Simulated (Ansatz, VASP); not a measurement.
Two plane-wave programs on Te2Mo

```
Mo Te
1.0
     3.46990    0.00000    0.00000
     0.00000    6.33267    0.00000
     0.00000    0.00000   13.27379
Mo Te
4 8
Direct
  0.00000 0.60459 0.50029
  0.50000 0.39541 0.00029
  0.00000 0.03323 0.01491
  0.50000 0.96677 0.51491
  0.00000 0.86012 0.66277
  0.50000 0.13988 0.16277
  0.00000 0.64281 0.11419
  0.50000 0.35719 0.61419
  0.00000 0.29286 0.85254
  0.50000 0.70714 0.35254
  0.00000 0.21447 0.40050
  0.50000 0.78553 0.90050
```

Alike in both runs: functional PBE; dispersion D3(BJ); k mesh 10 × 6 × 4; occupations gaussian, width 0.1 eV; no spin polarisation.

Ansatz relaxed the structure, and its values are those at the end. VASP's run is a single point on that final structure, the one shown.

```csv
,VASP,Ansatz
version,VASP 6.6.1,Ansatz 0.2.0
potentials or method,"VASP PAW PBE potentials, release 64 (Mo_sv, Te), cutoff 520 eV","scalar-relativistic, plane waves, PAW"
valence electrons in the cell,104,184
```

```csv
,VASP,Ansatz,Ansatz less VASP
gap on the k mesh at the Fermi level (eV),none,none,-
pressure (GPa),0.0,0.0,+0.01
rms of the force components (eV/Å),0.007,0.001,-0.0058
```

A gap of «none» marks a metal or a gap that the smearing closes. VASP's potentials hold 104 valence electrons a cell and Ansatz's 184, so a difference there can come from the potentials and not from the codes.

Neither program's run includes spin-orbit coupling.
